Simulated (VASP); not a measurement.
# BN (P6_3/mmc) in VASP: notebook

The runs below take BN through single point, with PBE.

Program: VASP 6.6.1. These are calculated values, not measurements. Logs are shortened: lines on timing, memory, paths and dates and some standing lists are left out, and cuts for length are marked.

## 1. The cell of the first run

Symmetry: P6_3/mmc, No. 194, hexagonal system. The conventional cell has a = 2.419 Å, b = 2.419 Å, c = 4.341 Å, α = 90.00°, β = 90.00°, γ = 120.00°. B (site symmetry -6m2) has 3 N at 1.40 Å within 1.9 Å. N (site symmetry -6m2) has 3 B at 1.40 Å within 1.9 Å.

## 2. Single point, PBE

INCAR reads:

```
ALGO = Normal
EDIFF = 1E-6
ENCUT = 520
GGA = PE
ISIF = 2
ISMEAR = 0
LASPH = True
LCHARG = False
LREAL = False
LWAVE = False
NBANDS = 16
NELM = 100
PREC = Accurate
SIGMA = 0.02
```

KPOINTS reads:

```
k-points
0
Gamma
  12 12 6
```

POSCAR reads:

```
BN
1.0
    2.4186539007      0.0000000000      0.0000000000
   -1.2093269503      2.0946157210      0.0000000000
    0.0000000000      0.0000000000      4.3406008283
B N
2 2
Direct
    0.3333333333      0.6666666667      0.2500000000
    0.6666666667      0.3333333333      0.7500000000
    0.3333333333      0.6666666667      0.7500000000
    0.6666666667      0.3333333333      0.2500000000
```

Potentials or basis: VASP PAW PBE potentials, release 64 (B, N).

Command:

```console
$ cat potpaw_PBE.64/B/POTCAR potpaw_PBE.64/N/POTCAR > POTCAR
$ mpirun -np 1 vasp_std > vasp.out
```

OUTCAR:

```text
EDIFF = 1E-6
   ENCUT = 520
   GGA = PE
   ISIF = 2
   ISMEAR = 0
   LASPH = True
   LREAL = False
   NELM = 100
   PREC = Accurate

 ion  position               nearest neighbor table
   1  0.333  0.667  0.250-   4 1.40   4 1.40   4 1.40
   2  0.667  0.333  0.750-   3 1.40   3 1.40   3 1.40
   3  0.333  0.667  0.750-   2 1.40   2 1.40   2 1.40
   4  0.667  0.333  0.250-   1 1.40   1 1.40   1 1.40

  LATTYP: Found a hexagonal cell.
 ALAT       =     2.4186539007
 C/A-ratio  =     1.7946349525

  Lattice vectors:

 A1 = (   2.4186539007,   0.0000000000,   0.0000000000)
 A2 = (  -1.2093269503,   2.0946157210,   0.0000000000)
 A3 = (   0.0000000000,   0.0000000000,   4.3406008283)

Analysis of symmetry for initial positions (statically):
=====================================================================
 Subroutine PRICEL returns:
 Original cell was already a primitive cell.

 Routine SETGRP: Setting up the symmetry group for a
 hexagonal supercell.

 Subroutine GETGRP returns: Found 24 space group operations
 (whereof 12 operations were pure point group operations)
 out of a pool of 24 trial point group operations.

The static configuration has the point symmetry D_3d.
 The point group associated with its full space group is D_6h.

Analysis of symmetry for dynamics (positions and initial velocities):
=====================================================================
 Subroutine PRICEL returns:
 Original cell was already a primitive cell.

 Routine SETGRP: Setting up the symmetry group for a
 hexagonal supercell.

 Subroutine GETGRP returns: Found 24 space group operations
 (whereof 12 operations were pure point group operations)
 out of a pool of 24 trial point group operations.

The dynamic configuration has the point symmetry D_3d.
 The point group associated with its full space group is D_6h.

 Subroutine INISYM returns: Found 24 space group operations
 (whereof 12 operations are pure point group operations),
 and found     1 'primitive' translations

----------------------------------------------------------------------------------------

                                     Primitive cell

  volume of cell :      21.9901

  direct lattice vectors                    reciprocal lattice vectors
     2.418653901  0.000000000  0.000000000     0.413453119  0.238707270  0.000000000
    -1.209326950  2.094615721  0.000000000     0.000000000  0.477414540  0.000000000
     0.000000000  0.000000000  4.340600828     0.000000000  0.000000000  0.230382852

  length of vectors
     2.418653901  2.418653901  4.340600828     0.477414540  0.477414540  0.230382852

  position of ions in fractional coordinates (direct lattice)
     0.333333333  0.666666667  0.250000000
     0.666666667  0.333333333  0.750000000
     0.333333333  0.666666667  0.750000000
     0.666666667  0.333333333  0.250000000

  ion indices of the primitive-cell ions
   primitive index   ion index
                 1           1
                 2           2
                 3           3
                 4           4

----------------------------------------------------------------------------------------

 KPOINTS: k-points

Automatic generation of k-mesh.
 Grid dimensions read from file:
 generate k-points for:   12   12    6

 Generating k-lattice:

  Cartesian coordinates                     Fractional coordinates (reciprocal lattice)
     0.034454427  0.019892272  0.000000000     0.083333333  0.000000000  0.000000000
     0.000000000  0.039784545  0.000000000     0.000000000  0.083333333  0.000000000
     0.000000000  0.000000000  0.038397142     0.000000000  0.000000000  0.166666667

  Length of vectors
     0.039784545  0.039784545  0.038397142

  Shift w.r.t. Gamma in fractional coordinates (k-lattice)
     0.000000000  0.000000000  0.000000000

 Subroutine IBZKPT returns following result:
 ===========================================

 Found     76 irreducible k-points:

 Following reciprocal coordinates:
            Coordinates               Weight
  0.000000  0.000000  0.000000      1.000000
  0.083333  0.000000  0.000000      6.000000
  0.166667  0.000000  0.000000      6.000000
  0.250000  0.000000  0.000000      6.000000
  0.333333  0.000000  0.000000      6.000000
  0.416667  0.000000  0.000000      6.000000
[... 16 lines left out ...]
  0.250000  0.000000  0.166667     12.000000
  0.333333  0.000000  0.166667     12.000000
 [... further k-points ...]
   k-points           NKPTS =     76   k-points in BZ     NKDIM =     76   number of bands    NBANDS=     16
   number of dos      NEDOS =    301   number of ions     NIONS =      4
   total plane-waves  NPLWV =  10368
   dimension x,y,z NGX =    18 NGY =   18 NGZ =   32
   dimension x,y,z NGXF=    36 NGYF=   36 NGZF=   64
   ions per type =               2   2
   NGX,Y,Z   is equivalent  to a cutoff of  12.37, 12.37, 12.26 a.u.
   NGXF,Y,Z  is equivalent  to a cutoff of  24.74, 24.74, 24.51 a.u.
 SYSTEM =  unknown system
   PREC   = accura    normal or accurate (medium, high low for compatibility)
   ISTART =      0    job   : 0-new  1-cont  2-samecut
   ICHARG =      2    charge: 1-file 2-atom 10-const
   ISPIN  =      1    spin polarized calculation?
   LNONCOLLINEAR =      F non collinear calculations
   LSORBIT =      F    spin-orbit coupling
   LASPH  =      T    aspherical Exc in radial PAW
   ENCUT  =  520.0 eV  38.22 Ry    6.18 a.u.   4.50  4.50  8.07*2*pi/ulx,y,z
   NELM   =    100;   NELMIN=  2; NELMDL= -5     # of ELM steps
   EDIFF  = 0.1E-05   stopping-criterion for ELM
   LREAL  =      F    real-space projection
[... 7 lines left out ...]
   TEBEG  =    0.0;   TEEND  =   0.0 temperature during run
   PSTRESS=    0.0 pullay stress
   NELECT =      16.0000    total number of electrons
   NUPDOWN=      -1.0000    fix difference up-down
   EMIN   =  10.00;   EMAX   =-10.00  energy-range for DOS
   EFERMI =   0.00;   METHOD = LEGACY
   ISMEAR =     0;   SIGMA  =   0.02  broadening in eV -4-tet -1-fermi 0-gaus
   EFERMI_NEDOS =   21; number of points for ismear=-14 and -15
   IALGO  =     38    algorithm
   IMIX   =      4    mixing-type and parameters
     AMIX     =   0.40;   BMIX     =  1.00
     AMIX_MAG =   1.60;   BMIX_MAG =  1.00
  volume/ion in A,a.u.               =       5.50        37.10
  Fermi-wavevector in a.u.,A,eV,Ry     =   1.472444  2.782516 29.498682  2.168092
  Thomas-Fermi vector in A             =   2.587458
   LORBIT       =      0    0 simple, 1 ext, 2 COOP (PROOUT), +10 PAW based schemes
   GGA     = PE    functional components
   LHFCALC =     F    Hartree Fock is set to
   AEXX    =    0.0000 exact exchange contribution
   IVDW    =     0    specifies the selected vdW correction
   LEPSILON=     F    determine dielectric tensor
   LRPA    =     F    only Hartree local field effects (RPA)
 non-spin polarized calculation
 Gauss-broadening in eV      SIGMA  =   0.02
  energy-cutoff  :      520.00
  volume of cell :       21.99
 maximum number of plane-waves:       605
 NGX is ok and might be reduce to    18
   NGX =  9   NGY =  9   NGZ = 17

 number of electron      16.0000006 magnetization

 Free energy of the ion-electron system (eV)
  ---------------------------------------------------
  ext. energy  EPLUGINS =         0.00000000
  ---------------------------------------------------
  free energy    TOTEN  =       -32.67925743 eV

  energy without entropy =      -32.67925743  energy(sigma->0) =      -32.67925743

 E-fermi :   8.8471     XC(G=0): -13.0651

 val. band max:        8.7242676929   @ k =   0.1667   0.1667   0.0000
 cond. band min:      12.1968929663   @ k =   0.5000   0.0000   0.3333
 fundamental gap:      3.4726252734
 Fermi energy:         8.8470691878

 k-point     1 :       0.0000    0.0000    0.0000
  band No.  band energies     occupation
      1     -13.0123      2.00000
      2      -9.3614      2.00000
      3      -2.7025      2.00000
      4       5.4714      2.00000
      5       5.4714      2.00000
      6       6.5136      2.00000
[... 8 lines left out ...]
     15      21.0400      0.00000
     16      23.7678      0.00000

 k-point     2 :       0.0833    0.0000    0.0000
  band No.  band energies     occupation
      1     -12.8519      2.00000
      2      -9.2399      2.00000
      3      -2.4990      2.00000
      4       4.8227      2.00000
      5       5.1456      2.00000
      6       5.9783      2.00000
[... 8 lines left out ...]
     15      21.5541      0.00000
     16      23.4242      0.00000

 k-point     3 :       0.1667    0.0000    0.0000
  band No.  band energies     occupation
      1     -12.3760      2.00000
      2      -8.8865      2.00000
      3      -1.8945      2.00000
      4       3.1961      2.00000
      5       4.3753      2.00000
      6       4.5985      2.00000
[... 8 lines left out ...]
     15      22.6853      0.00000
     16      22.8227      0.00000

 k-point     4 :       0.2500    0.0000    0.0000
  band No.  band energies     occupation
      1     -11.6014      2.00000
      2      -8.3476      2.00000
      3      -0.9105      2.00000
      4       1.1727      2.00000
      5       2.8067      2.00000
      6       3.5095      2.00000
[... 8 lines left out ...]
     15      24.0002      0.00000
     16      25.2706      0.00000

 k-point     5 :       0.3333    0.0000    0.0000
  band No.  band energies     occupation
      1     -10.5700      2.00000
      2      -7.7566      2.00000
      3      -0.7398      2.00000
      4       0.3973      2.00000
      5       0.9575      2.00000
      6       2.7807      2.00000
[... 8 lines left out ...]
     15      25.3989      0.00000
     16      26.7971      0.00000

 k-point     6 :       0.4167    0.0000    0.0000
  band No.  band energies     occupation
      1      -9.3927      2.00000
      2      -7.4666      2.00000
      3      -1.9805      2.00000
      4      -0.6704      2.00000
      5       1.8553      2.00000
      6       2.3080      2.00000
[... 8 lines left out ...]
     15      25.9439      0.00000
     16      27.8099      0.00000

 k-point     7 :       0.5000    0.0000    0.0000
  band No.  band energies     occupation
      1      -8.5776      2.00000
      2      -7.6995      2.00000
      3      -2.1494      2.00000
      4      -1.5682      2.00000
      5       2.1452      2.00000
      6       2.7164      2.00000
[... 8 lines left out ...]
     15      26.2312      0.00000
     16      27.5796      0.00000

 k-point     8 :       0.0833    0.0833    0.0000
  band No.  band energies     occupation
      1     -12.5337      2.00000
      2      -9.0021      2.00000
      3      -2.0949      2.00000
      4       3.8172      2.00000
      5       4.3851      2.00000
      6       5.2024      2.00000
[... 8 lines left out ...]
     15      22.5566      0.00000
     16      22.7652      0.00000

 k-point     9 :       0.1667    0.0833    0.0000
  band No.  band energies     occupation
      1     -11.9078      2.00000
      2      -8.5523      2.00000
      3      -1.2994      2.00000
      4       2.1389      2.00000
      5       3.1525      2.00000
      6       4.0002      2.00000
[... 8 lines left out ...]
     15      24.2905      0.00000
     16      24.4435      0.00000
[... 172 lines left out ...]
 k-point    19 :       0.3333    0.3333    0.0000
  band No.  band energies     occupation
      1      -7.4089      2.00000
      2      -7.4089      2.00000
      3      -2.5217      2.00000
      4      -0.3151      2.00000
      5       0.1461      2.00000
      6       0.1461      2.00000
[... 8 lines left out ...]
     15      27.6344      0.00000
     16      27.6344      0.00000

 k-point    20 :       0.0000    0.0000    0.1667
  band No.  band energies     occupation
      1     -12.8570      2.00000
      2      -9.8051      2.00000
      3      -1.9486      2.00000
      4       5.5367      2.00000
      5       5.5367      2.00000
      6       6.4386      2.00000
[... 8 lines left out ...]
     15      20.9402      0.00000
     16      23.6133      0.00000

 k-point    21 :       0.0833    0.0000    0.1667
  band No.  band energies     occupation
      1     -12.6976      2.00000
      2      -9.6751      2.00000
      3      -1.7565      2.00000
      4       4.8969      2.00000
      5       5.2141      2.00000
      6       5.8602      2.00000
[... 8 lines left out ...]
     15      21.3019      0.00000
     16      23.4136      0.00000

 k-point    22 :       0.1667    0.0000    0.1667
  band No.  band energies     occupation
      1     -12.2243      2.00000
      2      -9.2959      2.00000
      3      -1.1924      2.00000
      4       3.2968      2.00000
      5       4.4435      2.00000
      6       4.4501      2.00000
[... 8 lines left out ...]
     15      22.6723      0.00000
     16      23.4642      0.00000

 k-point    23 :       0.2500    0.0000    0.1667
  band No.  band energies     occupation
      1     -11.4554      2.00000
      2      -8.7098      2.00000
      3      -0.3532      2.00000
      4       1.3795      2.00000
      5       2.6196      2.00000
      6       3.5896      2.00000
[... 8 lines left out ...]
     15      24.4130      0.00000
     16      25.1207      0.00000

 k-point    24 :       0.3333    0.0000    0.1667
  band No.  band energies     occupation
      1     -10.4349      2.00000
      2      -8.0371      2.00000
      3      -0.8749      2.00000
      4       0.7248      2.00000
      5       1.2303      2.00000
      6       2.8641      2.00000
[... 8 lines left out ...]
     15      26.8000      0.00000
     16      26.8480      0.00000

 [... further k-points ...]

------------------------ aborting loop because EDIFF is reached ----------------------------------------

  FORCE on cell =-STRESS in cart. coord.  units (eV):
  Direction    XX          YY          ZZ          XY          YZ          ZX
  --------------------------------------------------------------------------------------
  -------------------------------------------------------------------------------------
  Total       12.4048585     12.4048585     12.3321324      0.0000000      0.0000000      0.0000000
  in kB      903.8044254    903.8044255    898.5056802      0.0000000      0.0000000      0.0000000
  external PRESSURE =     902.0381770 kB  Pullay stress =       0.0000000 kB

 VOLUME and BASIS-vectors are now :
 -----------------------------------------------------------------------------
  energy-cutoff  :      520.00
  volume of cell :       21.99
      direct lattice vectors                 reciprocal lattice vectors
     2.418653901  0.000000000  0.000000000     0.413453119  0.238707270  0.000000000
    -1.209326950  2.094615721  0.000000000     0.000000000  0.477414540  0.000000000
     0.000000000  0.000000000  4.340600828     0.000000000  0.000000000  0.230382852

 POSITION                                       TOTAL-FORCE (eV/Angst)
 -----------------------------------------------------------------------------------
     -0.00000      1.39641      1.08515         0.000000     -0.000000      0.000000
      1.20933      0.69821      3.25545        -0.000000      0.000000      0.000000
     -0.00000      1.39641      3.25545         0.000000      0.000000      0.000000
      1.20933      0.69821      1.08515         0.000000     -0.000000      0.000000
 -----------------------------------------------------------------------------------
    total drift:                                0.000000     -0.000000      0.000000

  FREE ENERGIE OF THE ION-ELECTRON SYSTEM (eV)
  ---------------------------------------------------
  free  energy   TOTEN  =       -32.6792574321 eV

  energy  without entropy=      -32.6792574321  energy(sigma->0) =      -32.67925743
```

It took 16 s on 1 thread of Intel Xeon 6975P-C, shared host; peak memory 0.14 GiB.

What came out:

```
Free energy            : -32.6793 eV
Pressure               : 90.2 GPa
Band gap on the k mesh : 3.47 eV, indirect (least direct gap 4.83 eV)
```

Stress tensor (GPa, compression positive):
```
90.38  0.00  0.00
 0.00 90.38  0.00
 0.00  0.00 89.85
```

A k mesh can miss the band edges. A hybrid or GW would open this gap; PBE tends to underestimate it.

## 3. Single point, PBE

This run uses another cell than the first one, of 7.77 Å³/atom, 1.413 times its volume.

INCAR reads:

```
ALGO     = Normal         # electronic algorithm
EDIFF    = 1E-7           # SCF threshold, eV
ENCUT    = 520            # plane-wave cutoff, eV
GGA      = PE             # functional
ISIF     = 2              # what is computed and relaxed
ISMEAR   = 0              # smearing method
LASPH    = T              # aspherical terms in the spheres
LCHARG   = T              # write CHGCAR
LELF     = T              # ELF
LREAL    = F              # projectors in reciprocal space
LVHAR    = T            
LWAVE    = F              # write WAVECAR
NBANDS   = 16             # bands
NELM     = 60             # most SCF steps
PREC     = Accurate       # precision mode
SIGMA    = 0.02           # smearing width, eV
```

KPOINTS reads:

```
k-points
0
Gamma
  12 12 4
```

POSCAR reads:

```
BN
1.0
    2.4896744927      0.0000000000      0.0000000000
   -1.2448372464      2.1561213578      0.0000000000
    0.0000000000      0.0000000000      5.7868822776
B N
2 2
Direct
    0.3333333333      0.6666666667      0.2500000000
    0.6666666667      0.3333333333      0.7500000000
    0.3333333333      0.6666666667      0.7500000000
    0.6666666667      0.3333333333      0.2500000000
```

Potentials or basis: VASP PAW PBE potentials, release 64 (B, N).

Command:

```console
$ cat potpaw_PBE.64/B/POTCAR potpaw_PBE.64/N/POTCAR > POTCAR
$ mpirun -np 1 vasp_std > vasp.out
```

Run time: 23 s. Hardware: 1 thread of Intel Xeon 6975P-C, shared host; peak memory 0.16 GiB.

The run converged. Its results:

| Property | Result |
| --- | --- |
| Free energy | -34.9455 eV |
| Pressure | 12.1 GPa |
| Band gap on the k mesh | 4.11 eV, indirect (least direct gap 4.34 eV) |

Stress tensor (GPa, compression positive):
```
12.20  0.00  0.00
 0.00 12.20  0.00
 0.00  0.00 11.81
```

Levels at points of the mesh, in eV from the valence-band top:
```
           k point  band 5  band 6  band 7  band 8  band 9  band 10  band 11  band 12
(0.00, 0.00, 0.00)   -1.44   -1.44   -1.31   -1.31    6.35    11.47    11.47    11.82
(0.50, 0.00, 0.00)   -4.33   -4.12   -2.14   -0.23    4.11     6.42     9.82     9.84
(0.00, 0.00, 0.50)   -1.37   -1.37   -1.37   -1.37    9.45     9.45    11.64    11.64
(0.50, 0.00, 0.50)   -4.23   -4.23   -1.05   -1.05    4.66     4.66    10.10    10.10
```

A k mesh can miss the band edges. A hybrid or GW would open this gap; PBE tends to underestimate it.

[end of part 1 of 2]
